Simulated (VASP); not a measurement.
# MgO (P6_3/mmc) in VASP: single point with PBE

Aim: the single point of MgO with PBE.

Program: VASP 6.6.1. These are calculated values, not measurements. Logs are shortened: lines on timing, memory, paths and dates and some standing lists are left out, and cuts for length are marked.

**1. The cell of the first run**

Symmetry: P6_3/mmc, No. 194, hexagonal system. Conventional cell: a = 3.076 Å, b = 3.076 Å, c = 3.734 Å, α = 90.00°, β = 90.00°, γ = 120.00°. Mg (site symmetry -6m2) has 5 O at 1.78 to 1.87 Å within 2.4 Å. Within 2.4 Å of O (site symmetry -6m2) lie 5 Mg at 1.78 to 1.87 Å.

**2. Single point, PBE**

File INCAR:

```
ALGO     = Normal         # electronic algorithm
EDIFF    = 1E-6           # SCF threshold, eV
ENCUT    = 840            # plane-wave cutoff, eV
GGA      = PE             # functional
GGA_COMPAT= False        
ISIF     = 2              # what is computed and relaxed
ISMEAR   = -1             # smearing method
LASPH    = True           # aspherical terms in the spheres
LCHARG   = False          # write CHGCAR
LREAL    = False          # projectors in reciprocal space
LWAVE    = False          # write WAVECAR
NBANDS   = 24             # bands
NELM     = 120            # most SCF steps
PREC     = Accurate       # precision mode
SIGMA    = 0.1            # smearing width, eV
```

File KPOINTS:

```
k-points
0
Gamma
  13 13 7
```

File POSCAR:

```
MgO
1.0
    3.0759532275      0.0000000000      0.0000000000
   -1.5379766137      2.6638536359      0.0000000000
    0.0000000000      0.0000000000      3.7338312557
Mg O
2 2
Direct
    0.3333333333      0.6666666667     -0.0620007622
    0.6666666667      0.3333333333      0.4379992378
    0.3333333333      0.6666666667      0.4380007622
    0.6666666667      0.3333333333      0.9380007622
```

Potentials or basis: VASP PAW PBE potentials, release 64 (Mg_sv, O).

Run with:

```
$ cat potpaw_PBE.64/Mg_sv/POTCAR potpaw_PBE.64/O/POTCAR > POTCAR
$ mpirun -np 1 vasp_std > vasp.out
```

OUTCAR:

```text
EDIFF = 1E-6
   ENCUT = 840
   GGA = PE
   ISIF = 2
   ISMEAR = -1
   LASPH = True
   LREAL = False
   NELM = 120
   PREC = Accurate

 ion  position               nearest neighbor table
   1  0.333  0.667  0.938-   4 1.78   4 1.78   4 1.78   3 1.87   3 1.87
   2  0.667  0.333  0.438-   3 1.78   3 1.78   3 1.78   4 1.87   4 1.87
   3  0.333  0.667  0.438-   2 1.78   2 1.78   2 1.78   1 1.87   1 1.87
   4  0.667  0.333  0.938-   1 1.78   1 1.78   1 1.78   2 1.87   2 1.87

  LATTYP: Found a hexagonal cell.
 ALAT       =     3.0759532275
 C/A-ratio  =     1.2138777737

  Lattice vectors:

 A1 = (   3.0759532275,   0.0000000000,   0.0000000000)
 A2 = (  -1.5379766137,   2.6638536359,   0.0000000000)
 A3 = (   0.0000000000,   0.0000000000,   3.7338312557)

Analysis of symmetry for initial positions (statically):
=====================================================================
 Subroutine PRICEL returns:
 Original cell was already a primitive cell.

 Routine SETGRP: Setting up the symmetry group for a
 hexagonal supercell.

 Subroutine GETGRP returns: Found 24 space group operations
 (whereof  6 operations were pure point group operations)
 out of a pool of 24 trial point group operations.

The static configuration has the point symmetry C_3v.
 The point group associated with its full space group is D_6h.

Analysis of symmetry for dynamics (positions and initial velocities):
=====================================================================
 Subroutine PRICEL returns:
 Original cell was already a primitive cell.

 Routine SETGRP: Setting up the symmetry group for a
 hexagonal supercell.

 Subroutine GETGRP returns: Found 24 space group operations
 (whereof  6 operations were pure point group operations)
 out of a pool of 24 trial point group operations.

The dynamic configuration has the point symmetry C_3v.
 The point group associated with its full space group is D_6h.

 Subroutine INISYM returns: Found 24 space group operations
 (whereof  6 operations are pure point group operations),
 and found     1 'primitive' translations

----------------------------------------------------------------------------------------

                                     Primitive cell

  volume of cell :      30.5946

  direct lattice vectors                    reciprocal lattice vectors
     3.075953227  0.000000000  0.000000000     0.325102473  0.187698000  0.000000000
    -1.537976614  2.663853636  0.000000000     0.000000000  0.375396000  0.000000000
     0.000000000  0.000000000  3.733831256     0.000000000  0.000000000  0.267821423

  length of vectors
     3.075953227  3.075953228  3.733831256     0.375396000  0.375396000  0.267821423

  position of ions in fractional coordinates (direct lattice)
     0.333333333  0.666666667  0.937999238
     0.666666667  0.333333333  0.437999238
     0.333333333  0.666666667  0.438000762
     0.666666667  0.333333333  0.938000762

  ion indices of the primitive-cell ions
   primitive index   ion index
                 1           1
                 2           2
                 3           3
                 4           4

----------------------------------------------------------------------------------------

 KPOINTS: k-points

Automatic generation of k-mesh.
 Grid dimensions read from file:
 generate k-points for:   13   13    7

 Generating k-lattice:

  Cartesian coordinates                     Fractional coordinates (reciprocal lattice)
     0.025007883  0.014438308  0.000000000     0.076923077  0.000000000  0.000000000
     0.000000000  0.028876615  0.000000000     0.000000000  0.076923077  0.000000000
     0.000000000  0.000000000  0.038260203     0.000000000  0.000000000  0.142857143

  Length of vectors
     0.028876615  0.028876615  0.038260203

  Shift w.r.t. Gamma in fractional coordinates (k-lattice)
     0.000000000  0.000000000  0.000000000

 Subroutine IBZKPT returns following result:
 ===========================================

 Found     84 irreducible k-points:

 Following reciprocal coordinates:
            Coordinates               Weight
  0.000000  0.000000  0.000000      1.000000
  0.076923 -0.000000  0.000000      6.000000
  0.153846 -0.000000  0.000000      6.000000
  0.230769  0.000000  0.000000      6.000000
  0.307692 -0.000000  0.000000      6.000000
  0.384615 -0.000000  0.000000      6.000000
[... 16 lines left out ...]
  0.076923 -0.000000  0.142857     12.000000
  0.153846 -0.000000  0.142857     12.000000
 [... further k-points ...]
   k-points           NKPTS =     84   k-points in BZ     NKDIM =     84   number of bands    NBANDS=     24
   number of dos      NEDOS =    301   number of ions     NIONS =      4
   total plane-waves  NPLWV =  32400
   dimension x,y,z NGX =    30 NGY =   30 NGZ =   36
   dimension x,y,z NGXF=    60 NGYF=   60 NGZF=   72
   ions per type =               2   2
   NGX,Y,Z   is equivalent  to a cutoff of  16.21, 16.21, 16.03 a.u.
   NGXF,Y,Z  is equivalent  to a cutoff of  32.43, 32.43, 32.06 a.u.
 SYSTEM =  unknown system
   PREC   = accura    normal or accurate (medium, high low for compatibility)
   ISTART =      0    job   : 0-new  1-cont  2-samecut
   ICHARG =      2    charge: 1-file 2-atom 10-const
   ISPIN  =      1    spin polarized calculation?
   LNONCOLLINEAR =      F non collinear calculations
   LSORBIT =      F    spin-orbit coupling
   LASPH  =      T    aspherical Exc in radial PAW
   ENCUT  =  840.0 eV  61.74 Ry    7.86 a.u.   7.27  7.27  8.82*2*pi/ulx,y,z
   NELM   =    120;   NELMIN=  2; NELMDL= -5     # of ELM steps
   EDIFF  = 0.1E-05   stopping-criterion for ELM
   LREAL  =      F    real-space projection
   EDIFFG = 0.1E-04   stopping-criterion for IOM
   NSW    =      0    number of steps for IOM
   IBRION =     -1    ionic relax: 0-MD 1-quasi-New 2-CG
   NFREE  =      0    steps in history (QN), initial steepest desc. (CG)
   ISIF   =      2    stress and relaxation
   ISYM   =      2    0-nonsym 1-usesym 2-fastsym
   POTIM  = 0.5000    time-step for ionic-motion
   TEBEG  =    0.0;   TEEND  =   0.0 temperature during run
   PSTRESS=    0.0 pullay stress
   NELECT =      32.0000    total number of electrons
   NUPDOWN=      -1.0000    fix difference up-down
   EMIN   =  10.00;   EMAX   =-10.00  energy-range for DOS
   EFERMI =   0.00;   METHOD = LEGACY
   ISMEAR =    -1;   SIGMA  =   0.10  broadening in eV -4-tet -1-fermi 0-gaus
   EFERMI_NEDOS =   21; number of points for ismear=-14 and -15
   IALGO  =     38    algorithm
   IMIX   =      4    mixing-type and parameters
     AMIX     =   0.40;   BMIX     =  1.00
     AMIX_MAG =   1.60;   BMIX_MAG =  1.00
  volume/ion in A,a.u.               =       7.65        51.62
  Fermi-wavevector in a.u.,A,eV,Ry     =   1.661792  3.140331 37.573188  2.761551
  Thomas-Fermi vector in A             =   2.748794
   LORBIT       =      0    0 simple, 1 ext, 2 COOP (PROOUT), +10 PAW based schemes
   GGA     = PE    functional components
   LHFCALC =     F    Hartree Fock is set to
   AEXX    =    0.0000 exact exchange contribution
   IVDW    =     0    specifies the selected vdW correction
   LEPSILON=     F    determine dielectric tensor
   LRPA    =     F    only Hartree local field effects (RPA)
 non-spin polarized calculation
  energy-cutoff  :      840.00
  volume of cell :       30.59
 maximum number of plane-waves:      1739
 NGX is ok and might be reduce to    30
   NGX = 15   NGY = 15   NGZ = 17

 number of electron      32.0000012 magnetization

 Free energy of the ion-electron system (eV)
  ---------------------------------------------------
  ext. energy  EPLUGINS =         0.00000000
  ---------------------------------------------------
  free energy    TOTEN  =       -19.88419224 eV

  energy without entropy =      -19.88419224  energy(sigma->0) =      -19.88419224

 E-fermi :   6.5656     XC(G=0): -12.1832

 val. band max:        4.6204453149   @ k =   0.0000   0.0000   0.0000
 cond. band min:      10.0580975769   @ k =   0.0000   0.0000   0.0000
 fundamental gap:      5.4376522619
 Fermi energy:         6.5656116989

 k-point     1 :       0.0000    0.0000    0.0000
  band No.  band energies     occupation
      1     -66.6988      2.00000
      2     -66.6339      2.00000
      3     -33.5968      2.00000
      4     -33.4822      2.00000
      5     -33.4822      2.00000
      6     -33.3858      2.00000
[... 16 lines left out ...]
     23      22.2688      0.00000
     24      24.6216      0.00000

 k-point     2 :       0.0769   -0.0000    0.0000
  band No.  band energies     occupation
      1     -66.6974      2.00000
      2     -66.6340      2.00000
      3     -33.5925      2.00000
      4     -33.4866      2.00000
      5     -33.4845      2.00000
      6     -33.3920      2.00000
[... 16 lines left out ...]
     23      22.0192      0.00000
     24      24.3263      0.00000

 k-point     3 :       0.1538   -0.0000    0.0000
  band No.  band energies     occupation
      1     -66.6941      2.00000
      2     -66.6356      2.00000
      3     -33.5805      2.00000
      4     -33.4995      2.00000
      5     -33.4913      2.00000
      6     -33.4093      2.00000
[... 16 lines left out ...]
     23      21.9565      0.00000
     24      23.6310      0.00000

 k-point     4 :       0.2308    0.0000    0.0000
  band No.  band energies     occupation
      1     -66.6890      2.00000
      2     -66.6383      2.00000
      3     -33.5617      2.00000
      4     -33.5178      2.00000
      5     -33.5004      2.00000
      6     -33.4331      2.00000
[... 16 lines left out ...]
     23      22.2886      0.00000
     24      22.8574      0.00000

 k-point     5 :       0.3077   -0.0000    0.0000
  band No.  band energies     occupation
      1     -66.6827      2.00000
      2     -66.6417      2.00000
      3     -33.5382      2.00000
      4     -33.5377      2.00000
      5     -33.5097      2.00000
      6     -33.4576      2.00000
[... 451 lines left out ...]
 k-point    22 :       0.0000    0.0000    0.1429
  band No.  band energies     occupation
      1     -66.6953      2.00000
      2     -66.6368      2.00000
      3     -33.5856      2.00000
      4     -33.4772      2.00000
      5     -33.4772      2.00000
      6     -33.3904      2.00000
[... 16 lines left out ...]
     23      23.0162      0.00000
     24      23.4057      0.00000

 k-point    23 :       0.0769   -0.0000    0.1429
  band No.  band energies     occupation
      1     -66.6943      2.00000
      2     -66.6373      2.00000
      3     -33.5839      2.00000
      4     -33.4797      2.00000
      5     -33.4796      2.00000
      6     -33.3999      2.00000
[... 16 lines left out ...]
     23      22.4330      0.00000
     24      23.7687      0.00000

 k-point    24 :       0.1538   -0.0000    0.1429
  band No.  band energies     occupation
      1     -66.6912      2.00000
      2     -66.6385      2.00000
      3     -33.5803      2.00000
      4     -33.4860      2.00000
      5     -33.4854      2.00000
      6     -33.4236      2.00000
[... 16 lines left out ...]
     23      22.2191      0.00000
     24      23.6156      0.00000

 [... further k-points ...]
[... 5 lines left out ...]
  --------------------------------------------------------------------------------------
  -------------------------------------------------------------------------------------
  Total       21.2005289     21.2005289     21.2092528      0.0000000     -0.0000000      0.0000000
  in kB     1110.2288404   1110.2288404   1110.6856928      0.0000000     -0.0000000      0.0000000
  external PRESSURE =    1110.3811245 kB  Pullay stress =       0.0000000 kB

 VOLUME and BASIS-vectors are now :
 -----------------------------------------------------------------------------
  energy-cutoff  :      840.00
  volume of cell :       30.59
      direct lattice vectors                 reciprocal lattice vectors
     3.075953227  0.000000000  0.000000000     0.325102473  0.187698000  0.000000000
    -1.537976614  2.663853636  0.000000000     0.000000000  0.375396000  0.000000000
     0.000000000  0.000000000  3.733831256     0.000000000  0.000000000  0.267821423

 POSITION                                       TOTAL-FORCE (eV/Angst)
 -----------------------------------------------------------------------------------
     -0.00000      1.77590      3.50233        -0.000000      0.000000      0.000000
      1.53798      0.88795      1.63542         0.000000     -0.000000     -0.000000
     -0.00000      1.77590      1.63542        -0.000000      0.000000     -0.000000
      1.53798      0.88795      3.50234         0.000000     -0.000000      0.000000
 -----------------------------------------------------------------------------------
    total drift:                               -0.000000      0.000000     -0.011585

  FREE ENERGIE OF THE ION-ELECTRON SYSTEM (eV)
  ---------------------------------------------------
  free  energy   TOTEN  =       -19.8841922437 eV

  energy  without entropy=      -19.8841922437  energy(sigma->0) =      -19.88419224
```

Run time: 55 s. Hardware: 1 thread of AMD EPYC 9R45 (Zen 5), shared host; peak memory 0.21 GiB.

What came out:

- Free energy: -19.8842 eV
- Pressure: 111.0 GPa
- Band gap on the k mesh: 5.44 eV

Caveat: the cell stands under pressure. A k mesh can miss the band edges.
